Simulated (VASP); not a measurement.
Input of a VASP 6.6.1 run:

Contents of INCAR:

```
SYSTEM = ZnPtC6N6
PREC = Accurate ; ENCUT = 520
EDIFF = 1E-8 ; ISMEAR = -1
SIGMA = 0.05 ; LREAL = .False.
LASPH = .True. ; NELM = 80
ALGO = Normal ; ISIF = 2
LWAVE = .False. ; LCHARG = .False.
GGA = PE ; LEFG = .True.
NBANDS = 51
```

File KPOINTS:

```
regular mesh
0
Gamma
  6 6 6
  0 0 0
```

Contents of POSCAR:

```
ZnPtC6N6
1.0
    0.0000000000      5.2552000000      5.2552000000
    5.2552000000      0.0000000000      5.2552000000
    5.2552000000      5.2552000000      0.0000000000
Zn Pt C N
1 1 6 6
Direct
    0.5000000000      0.5000000000      0.5000000000
    0.0000000000      0.0000000000      0.0000000000
    0.1930000000      0.1930000000      0.8070000000
    0.8070000000      0.8070000000      0.1930000000
    0.8070000000      0.1930000000      0.1930000000
    0.1930000000      0.8070000000      0.8070000000
    0.1930000000      0.8070000000      0.1930000000
    0.8070000000      0.1930000000      0.8070000000
    0.2969000000      0.2969000000      0.7031000000
    0.7031000000      0.7031000000      0.2969000000
    0.7031000000      0.2969000000      0.2969000000
    0.2969000000      0.7031000000      0.7031000000
    0.2969000000      0.7031000000      0.2969000000
    0.7031000000      0.2969000000      0.7031000000
```

Potentials or basis: VASP PAW PBE potentials, release 64 (Zn, Pt, C, N).

The run is started by

```bash
$ cat potpaw_PBE.64/Zn/POTCAR potpaw_PBE.64/Pt/POTCAR potpaw_PBE.64/C/POTCAR potpaw_PBE.64/N/POTCAR > POTCAR
$ mpirun -np 1 vasp_std > vasp.out
```

(1) Predict the largest force.

(2) What does it give for the band gap on the k mesh?

(3) What does it give for the pressure?

## Answers

(1) 10.766 eV/Å.

(2) 5.08 eV (least direct gap 5.20 eV).

(3) 12.4 GPa.

Caveat: the cell stands under pressure; without QUAD_EFG the Cq values of the log hold for a quadrupole moment of 1 mb, not for the nuclei; spin-orbit coupling is left out, which moves the levels of the heavy elements; forces of over 1 eV/Å act on the atoms, so gaps and moduli don't describe the material at rest.
